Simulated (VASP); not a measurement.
Here is a VASP 6.6.1 calculation.

File INCAR:

```
PREC = Accurate ; ENCUT = 500
EDIFF = 1E-6 ; ISMEAR = -1
SIGMA = 0.02 ; LREAL = False
LASPH = True ; NELM = 120
ALGO = Normal ; ISIF = 2
LWAVE = False ; LCHARG = True
GGA = PE ; LVHAR = True
NBANDS = 96 ; GGA_COMPAT = False
KPAR = 4
```

File KPOINTS:

```
Automatic mesh
0
Gamma
  8 8 7
```

Contents of POSCAR:

```
Ge
1.0
    5.8902001431      0.0000000000      0.0000000000
    0.0000000000      5.8902001431      0.0000000000
    0.0000000000      0.0000000000      6.9331529509
Ge
12
Direct
    0.0908893459      0.0908893459      0.0000000000
    0.4091106541      0.5908893459      0.7500000000
    0.9091106541      0.9091106541      0.5000000000
    0.5908893459      0.4091106541      0.2500000000
    0.1728287611      0.3685265152      0.2620986070
    0.1314734848      0.6728287611      0.0120986070
    0.8271712389      0.6314734848      0.7620986070
    0.8685265152      0.3271712389      0.5120986070
    0.6728287611      0.1314734848     -0.0120986070
    0.6314734848      0.8271712389      0.2379013930
    0.3271712389      0.8685265152      0.4879013930
    0.3685265152      0.1728287611      0.7379013930
```

Potentials or basis: VASP PAW PBE potentials, release 64 (Ge_d).

Run with:

```bash
$ cat potpaw_PBE.64/Ge_d/POTCAR > POTCAR
$ mpirun -np 4 vasp_std > vasp.out
```

Question: Estimate the pressure.

Answer: 4.3 GPa.

Question: Estimate the largest force.

Answer: 0.013 eV/Å.

Question: Predict the band gap on the k mesh.

Answer: 0.63 eV.

Stress tensor (GPa, compression positive):
```
4.62 0.00 0.00
0.00 4.62 0.00
0.00 0.00 3.64
```

Caveat: the cell stands under pressure. A k mesh can miss the band edges.
